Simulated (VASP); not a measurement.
# Mo2Ru3 (P6_3/mmc) in VASP: further runs

The runs below take Mo2Ru3 through single point, with PBE.

All numbers are computed with VASP 6.6.1; they aren't measurements. Logs are shortened: lines on timing, memory, paths and dates and some standing lists are left out, and cuts for length are marked.

## (1) The cell of the first run

It takes space group P6_3/mmc (No. 194, hexagonal). Conventional cell: a = 2.765 Å, b = 2.765 Å, c = 22.014 Å, α = 90.00°, β = 90.00°, γ = 120.00°. Mo (site symmetry 3m) has 6 Ru at 2.70 to 2.74 Å and 6 Mo at 2.76 Å within 3.6 Å. Within 3.6 Å of Ru (site symmetry 3m) lie 3 Mo at 2.70 Å and 9 Ru at 2.70 to 2.76 Å. Within 3.6 Å of Ru (site symmetry -6m2) lie 6 Mo at 2.74 Å and 6 Ru at 2.76 Å.

## (2) Single point, PBE

File INCAR:

```
SYSTEM = Mo2Ru3
PREC = Accurate
ENCUT = 520
EDIFF = 1E-6
ISMEAR = 0
SIGMA = 0.1
LREAL = .FALSE.
LASPH = .TRUE.
NELM = 60
ALGO = Fast
ISIF = 2
LWAVE = .FALSE.
LCHARG = .FALSE.
GGA = PE
NBANDS = 81
```

File KPOINTS:

```
regular mesh
0
G
  6 6 1
  0 0 0
```

File POSCAR:

```
Mo2Ru3
1.0
    2.7645907000      0.0000000000      0.0000000000
   -1.3822953000      2.3942058000      0.0000000000
    0.0000000000      0.0000000000     22.0135456000
Mo Ru
4 6
Direct
    0.3333333000      0.6666667000      0.6487150000
    0.3333333000      0.6666667000      0.8512850000
    0.6666667000      0.3333333000      0.1487150000
    0.6666667000      0.3333333000      0.3512850000
    0.3333333000      0.6666667000      0.0495970000
    0.3333333000      0.6666667000      0.2500000000
    0.3333333000      0.6666667000      0.4504030000
    0.6666667000      0.3333333000      0.7500000000
    0.6666667000      0.3333333000      0.9504030000
    0.6666667000      0.3333333000      0.5495970000
```

Potentials or basis: VASP PAW PBE potentials, release 64 (Mo_sv, Ru_pv).

Started as:

```
> cat potpaw_PBE.64/Mo_sv/POTCAR potpaw_PBE.64/Ru_pv/POTCAR > POTCAR
> mpirun -np 1 vasp_std > vasp.out
```

OUTCAR:

```text
SYSTEM = Mo2Ru3
   PREC = Accurate
   ENCUT = 520
   EDIFF = 1E-6
   ISMEAR = 0
   LREAL = .FALSE.
   LASPH = .TRUE.
   NELM = 60
   ISIF = 2
   GGA = PE

 ion  position               nearest neighbor table
   1  0.333  0.667  0.649-  10 2.70  10 2.70  10 2.70   8 2.74   8 2.74   8 2.74
   2  0.333  0.667  0.851-   9 2.70   9 2.70   9 2.70   8 2.74   8 2.74   8 2.74
   3  0.667  0.333  0.149-   5 2.70   5 2.70   5 2.70   6 2.74   6 2.74   6 2.74
   4  0.667  0.333  0.351-   7 2.70   7 2.70   7 2.70   6 2.74   6 2.74   6 2.74
   5  0.333  0.667  0.050-   3 2.70   3 2.70   3 2.70   9 2.70   9 2.70   9 2.70
   6  0.333  0.667  0.250-   3 2.74   4 2.74   3 2.74   4 2.74   3 2.74   4 2.74
   7  0.333  0.667  0.450-   4 2.70   4 2.70   4 2.70  10 2.70  10 2.70  10 2.70
   8  0.667  0.333  0.750-   1 2.74   2 2.74   1 2.74   2 2.74   1 2.74   2 2.74
   9  0.667  0.333  0.950-   2 2.70   2 2.70   2 2.70   5 2.70   5 2.70   5 2.70
  10  0.667  0.333  0.550-   1 2.70   1 2.70   1 2.70   7 2.70   7 2.70   7 2.70

  LATTYP: Found a hexagonal cell.
 ALAT       =     2.7645907000
 C/A-ratio  =     7.9626780196

  Lattice vectors:

 A1 = (   2.7645907000,   0.0000000000,   0.0000000000)
 A2 = (  -1.3822953000,   2.3942058000,   0.0000000000)
 A3 = (   0.0000000000,   0.0000000000,  22.0135456000)

Analysis of symmetry for initial positions (statically):
=====================================================================
 Subroutine PRICEL returns:
 Original cell was already a primitive cell.

 Routine SETGRP: Setting up the symmetry group for a
 hexagonal supercell.

 Subroutine GETGRP returns: Found 24 space group operations
 (whereof 12 operations were pure point group operations)
 out of a pool of 24 trial point group operations.

The static configuration has the point symmetry D_3d.
 The point group associated with its full space group is D_6h.

Analysis of symmetry for dynamics (positions and initial velocities):
=====================================================================
 Subroutine PRICEL returns:
 Original cell was already a primitive cell.

 Routine SETGRP: Setting up the symmetry group for a
 hexagonal supercell.

 Subroutine GETGRP returns: Found 24 space group operations
 (whereof 12 operations were pure point group operations)
 out of a pool of 24 trial point group operations.

The dynamic configuration has the point symmetry D_3d.
 The point group associated with its full space group is D_6h.

 Subroutine INISYM returns: Found 24 space group operations
 (whereof 12 operations are pure point group operations),
 and found     1 'primitive' translations

----------------------------------------------------------------------------------------

                                     Primitive cell

  volume of cell :     145.7076

  direct lattice vectors                    reciprocal lattice vectors
     2.764590700  0.000000000  0.000000000     0.361717197  0.208837512  0.000000000
    -1.382295300  2.394205800  0.000000000     0.000000000  0.417675039  0.000000000
     0.000000000  0.000000000 22.013545600     0.000000000  0.000000000  0.045426576

  length of vectors
     2.764590700  2.764590695 22.013545600     0.417675038  0.417675039  0.045426576

  position of ions in fractional coordinates (direct lattice)
     0.333333300  0.666666700  0.648715000
     0.333333300  0.666666700  0.851285000
     0.666666700  0.333333300  0.148715000
     0.666666700  0.333333300  0.351285000
     0.333333300  0.666666700  0.049597000
     0.333333300  0.666666700  0.250000000
     0.333333300  0.666666700  0.450403000
     0.666666700  0.333333300  0.750000000
     0.666666700  0.333333300  0.950403000
     0.666666700  0.333333300  0.549597000

  ion indices of the primitive-cell ions
   primitive index   ion index
                 1           1
                 2           2
                 3           3
                 4           4
                 5           5
                 6           6
                 7           7
                 8           8
                 9           9
                10          10

----------------------------------------------------------------------------------------

 KPOINTS: regular mesh

Automatic generation of k-mesh.
 Grid dimensions read from file:
 generate k-points for:    6    6    1

 Generating k-lattice:

  Cartesian coordinates                     Fractional coordinates (reciprocal lattice)
     0.060286200  0.034806252  0.000000000     0.166666667  0.000000000  0.000000000
     0.000000000  0.069612506  0.000000000     0.000000000  0.166666667  0.000000000
     0.000000000  0.000000000  0.045426576     0.000000000  0.000000000  1.000000000

  Length of vectors
     0.069612506  0.069612506  0.045426576

  Shift w.r.t. Gamma in fractional coordinates (k-lattice)
     0.000000000  0.000000000  0.000000000

 Subroutine IBZKPT returns following result:
 ===========================================

 Found      7 irreducible k-points:

 Following reciprocal coordinates:
            Coordinates               Weight
  0.000000  0.000000  0.000000      1.000000
  0.166667  0.000000  0.000000      6.000000
  0.333333  0.000000  0.000000      6.000000
  0.500000 -0.000000  0.000000      3.000000
  0.166667  0.166667  0.000000      6.000000
  0.333333  0.166667  0.000000     12.000000
  0.333333  0.333333  0.000000      2.000000
   k-points           NKPTS =      7   k-points in BZ     NKDIM =      7   number of bands    NBANDS=     81
   number of dos      NEDOS =    301   number of ions     NIONS =     10
   total plane-waves  NPLWV =  96768
   dimension x,y,z NGX =    24 NGY =   24 NGZ =  168
   dimension x,y,z NGXF=    48 NGYF=   48 NGZF=  336
   ions per type =               4   6
   NGX,Y,Z   is equivalent  to a cutoff of  14.43, 14.43, 12.69 a.u.
   NGXF,Y,Z  is equivalent  to a cutoff of  28.86, 28.86, 25.37 a.u.
 SYSTEM =  Mo2Ru3
   PREC   = accura    normal or accurate (medium, high low for compatibility)
   ISTART =      0    job   : 0-new  1-cont  2-samecut
   ICHARG =      2    charge: 1-file 2-atom 10-const
   ISPIN  =      1    spin polarized calculation?
   LNONCOLLINEAR =      F non collinear calculations
   LSORBIT =      F    spin-orbit coupling
   LASPH  =      T    aspherical Exc in radial PAW
   ENCUT  =  520.0 eV  38.22 Ry    6.18 a.u.   5.14  5.14 40.93*2*pi/ulx,y,z
   NELM   =     60;   NELMIN=  2; NELMDL= -5     # of ELM steps
   EDIFF  = 0.1E-05   stopping-criterion for ELM
   LREAL  =      F    real-space projection
   EDIFFG = 0.1E-04   stopping-criterion for IOM
   NSW    =      0    number of steps for IOM
   IBRION =     -1    ionic relax: 0-MD 1-quasi-New 2-CG
   NFREE  =      0    steps in history (QN), initial steepest desc. (CG)
   ISIF   =      2    stress and relaxation
   ISYM   =      2    0-nonsym 1-usesym 2-fastsym
   POTIM  = 0.5000    time-step for ionic-motion
   TEBEG  =    0.0;   TEEND  =   0.0 temperature during run
   PSTRESS=    0.0 pullay stress
   NELECT =     140.0000    total number of electrons
   NUPDOWN=      -1.0000    fix difference up-down
   EMIN   =  10.00;   EMAX   =-10.00  energy-range for DOS
   EFERMI =   0.00;   METHOD = LEGACY
   ISMEAR =     0;   SIGMA  =   0.10  broadening in eV -4-tet -1-fermi 0-gaus
   EFERMI_NEDOS =   21; number of points for ismear=-14 and -15
   IALGO  =     68    algorithm
   IMIX   =      4    mixing-type and parameters
     AMIX     =   0.40;   BMIX     =  1.00
     AMIX_MAG =   1.60;   BMIX_MAG =  1.00
  volume/ion in A,a.u.               =      14.57        98.33
  Fermi-wavevector in a.u.,A,eV,Ry     =   1.615437  3.052734 35.506270  2.609637
  Thomas-Fermi vector in A             =   2.710185
   LORBIT       =      0    0 simple, 1 ext, 2 COOP (PROOUT), +10 PAW based schemes
   GGA     = PE    functional components
   LHFCALC =     F    Hartree Fock is set to
   AEXX    =    0.0000 exact exchange contribution
   IVDW    =     0    specifies the selected vdW correction
   LEPSILON=     F    determine dielectric tensor
   LRPA    =     F    only Hartree local field effects (RPA)
 non-spin polarized calculation
 RMM-DIIS sequential band-by-band and
 Gauss-broadening in eV      SIGMA  =   0.10
  energy-cutoff  :      520.00
  volume of cell :      145.71
 maximum number of plane-waves:      3939
 NGX is ok and might be reduce to    24
   NGX = 11   NGY = 11   NGZ = 81

 number of electron     140.0000008 magnetization

 Free energy of the ion-electron system (eV)
  ---------------------------------------------------
  ext. energy  EPLUGINS =         0.00000000
  ---------------------------------------------------
  free energy    TOTEN  =       -98.47934497 eV

  energy without entropy =      -98.40645047  energy(sigma->0) =      -98.44289772

 E-fermi :  12.2311     XC(G=0): -13.7209

 val. band max:       12.2303724899   @ k =   0.5000  -0.0000   0.0000
 cond. band min:      12.2475888307   @ k =   0.5000  -0.0000   0.0000
 fundamental gap:      0.0172163408
 Fermi energy:        12.2311170391

 k-point     1 :       0.0000    0.0000    0.0000
  band No.  band energies     occupation
      1     -48.5782      2.00000
      2     -48.5782      2.00000
      3     -48.5772      2.00000
      4     -48.5772      2.00000
      5     -30.6811      2.00000
      6     -30.6805      2.00000
[... 73 lines left out ...]
     80      13.0925      0.00000
     81      13.8171      0.00000

 k-point     2 :       0.1667    0.0000    0.0000
  band No.  band energies     occupation
      1     -48.5295      2.00000
      2     -48.5295      2.00000
      3     -48.5288      2.00000
      4     -48.5288      2.00000
      5     -30.6426      2.00000
      6     -30.6423      2.00000
[... 73 lines left out ...]
     80      12.8481      0.00000
     81      13.3990      0.00000
[... 334 lines left out ...]
     80      14.9087      0.00000
     81      14.9601      0.00000

 k-point     7 :       0.3333    0.3333    0.0000
  band No.  band energies     occupation
      1     -48.3559      2.00000
      2     -48.3559      2.00000
      3     -48.3557      2.00000
      4     -48.3557      2.00000
      5     -30.6382      2.00000
      6     -30.6382      2.00000
[... 73 lines left out ...]
     80      14.7004      0.00000
     81      15.1614      0.00000

------------------------ aborting loop because EDIFF is reached ----------------------------------------

  FORCE on cell =-STRESS in cart. coord.  units (eV):
  Direction    XX          YY          ZZ          XY          YZ          ZX
  --------------------------------------------------------------------------------------
  -------------------------------------------------------------------------------------
  Total       -0.1999226     -0.1999226      1.6696480     -0.0000000     -0.0000000     -0.0000000
  in kB       -2.1983156     -2.1983157     18.3591764     -0.0000000     -0.0000000     -0.0000000
  external PRESSURE =       4.6541817 kB  Pullay stress =       0.0000000 kB

 VOLUME and BASIS-vectors are now :
 -----------------------------------------------------------------------------
  energy-cutoff  :      520.00
  volume of cell :      145.71
      direct lattice vectors                 reciprocal lattice vectors
     2.764590700  0.000000000  0.000000000     0.361717197  0.208837512  0.000000000
    -1.382295300  2.394205800  0.000000000     0.000000000  0.417675039  0.000000000
     0.000000000  0.000000000 22.013545600     0.000000000  0.000000000  0.045426576

 POSITION                                       TOTAL-FORCE (eV/Angst)
 -----------------------------------------------------------------------------------
     -0.00000      1.59614     14.28052        -0.000000     -0.000000     -0.207187
     -0.00000      1.59614     18.73980        -0.000000     -0.000000      0.207187
      1.38230      0.79807      3.27374         0.000000      0.000000     -0.207187
      1.38230      0.79807      7.73303         0.000000      0.000000      0.207187
     -0.00000      1.59614      1.09181         0.000000     -0.000000      0.224245
     -0.00000      1.59614      5.50339         0.000000     -0.000000      0.000000
     -0.00000      1.59614      9.91497        -0.000000     -0.000000     -0.224245
      1.38230      0.79807     16.51016        -0.000000      0.000000      0.000000
      1.38230      0.79807     20.92174         0.000000      0.000000     -0.224245
      1.38230      0.79807     12.09858         0.000000      0.000000      0.224245
 -----------------------------------------------------------------------------------
    total drift:                               -0.000314      0.000163     -0.000019

  FREE ENERGIE OF THE ION-ELECTRON SYSTEM (eV)
  ---------------------------------------------------
  free  energy   TOTEN  =       -98.4793449741 eV

  energy  without entropy=      -98.4064504724  energy(sigma->0) =      -98.44289772
```

Run time: 6.4 min. Hardware: 1 thread of AMD EPYC 7R13, shared host; peak memory 0.29 GiB.

Results:

```yaml
Free_energy: -98.4793 eV
Pressure: 0.5 GPa
Largest_force: 0.224 eV/Å
Band_gap_on_the_k_mesh: zero (band 70 reaches 13.74 eV, above the bottom of band 71 at 11.44 eV)
```

Forces in eV/Å, atoms in the order of the input:
```
Mo   0.000  0.000 -0.207
Mo   0.000  0.000  0.207
Mo   0.000  0.000 -0.207
Mo   0.000  0.000  0.207
Ru   0.000  0.000  0.224
Ru   0.000  0.000  0.000
Ru   0.000  0.000 -0.224
Ru   0.000  0.000  0.000
Ru   0.000  0.000 -0.224
Ru   0.000  0.000  0.224
```

Levels at points of the mesh, in eV from the Fermi level:
| k point | band 65 | band 66 | band 67 | band 68 | band 69 | band 70 | band 71 | band 72 | band 73 | band 74 |
| --- | --- | --- | --- | --- | --- | --- | --- | --- | --- | --- |
| (0.00, 0.00, 0.00) | -1.17 | -1.17 | -1.08 | -0.91 | -0.91 | -0.79 | -0.79 | -0.64 | -0.64 | 0.03 |
| (0.50, 0.00, 0.00) | 0.02 | 0.56 | 0.91 | 0.96 | 1.27 | 1.51 | 1.60 | 1.62 | 1.75 | 1.75 |

Caveat: the k points lie up to 0.44 Å⁻¹ apart.

## (3) Single point, PBE

File INCAR:

```
PREC = Accurate
ENCUT = 520
EDIFF = 1E-6
ISMEAR = 0
SIGMA = 0.2
LREAL = False
LASPH = True
NELM = 80
ALGO = Fast
ISIF = 2
LWAVE = False
LCHARG = True
GGA = PE
LELF = True
LVHAR = True
NBANDS = 81
```

File KPOINTS:

```
Automatic mesh
0
Gamma
  12 12 1
```

File POSCAR:

```
Mo2Ru3
1.0
    2.7645907131     -0.0000000289      0.0000000000
   -1.3822953316      2.3942058031      0.0000000000
    0.0000000000      0.0000000000     22.0135456000
Mo Ru
4 6
Direct
    0.3333333333      0.6666666667      0.6487150000
    0.3333333333      0.6666666667      0.8512850000
    0.6666666667      0.3333333333      0.1487150000
    0.6666666667      0.3333333333      0.3512850000
    0.3333333333      0.6666666667      0.0495970000
    0.3333333333      0.6666666667      0.2500000000
    0.3333333333      0.6666666667      0.4504030000
    0.6666666667      0.3333333333      0.7500000000
    0.6666666667      0.3333333333      0.9504030000
    0.6666666667      0.3333333333      0.5495970000
```

Potentials or basis: VASP PAW PBE potentials, release 64 (Mo_sv, Ru_pv).

Started as:

```
> cat potpaw_PBE.64/Mo_sv/POTCAR potpaw_PBE.64/Ru_pv/POTCAR > POTCAR
> mpirun -np 1 vasp_std > vasp.out
```

Wall time 15 min (1 thread of AMD EPYC 7R13, shared host); peak memory 0.36 GiB.

The run converged. Its results:

```yaml
Free_energy: -98.7011 eV
Pressure: 0.3 GPa
Largest_force: 0.048 eV/Å
Band_gap_on_the_k_mesh: zero (band 70 reaches 13.73 eV, above the bottom of band 71 at 11.45 eV)
```

Forces on the atoms (eV/Å):
```
Mo   0.000  0.000 -0.036
Mo   0.000  0.000  0.036
Mo   0.000  0.000 -0.036
Mo   0.000  0.000  0.036
Ru   0.000  0.000  0.048
Ru   0.000  0.000  0.000
Ru   0.000  0.000 -0.048
Ru   0.000  0.000  0.000
Ru   0.000  0.000 -0.048
Ru   0.000  0.000  0.048
```

Stress tensor (GPa, compression positive):
```
0.15 0.00 0.00
0.00 0.15 0.00
0.00 0.00 0.59
```

Levels at points of the mesh, in eV from the Fermi level:
| k point | band 66 | band 67 | band 68 | band 69 | band 70 | band 71 | band 72 | band 73 | band 74 | band 75 |
| --- | --- | --- | --- | --- | --- | --- | --- | --- | --- | --- |
| (0.00, 0.00, 0.00) | -1.14 | -1.06 | -0.90 | -0.90 | -0.76 | -0.76 | -0.62 | -0.62 | 0.06 | 0.06 |
| (0.50, 0.00, 0.00) | 0.56 | 0.92 | 0.99 | 1.29 | 1.52 | 1.65 | 1.72 | 1.76 | 1.76 | 1.82 |
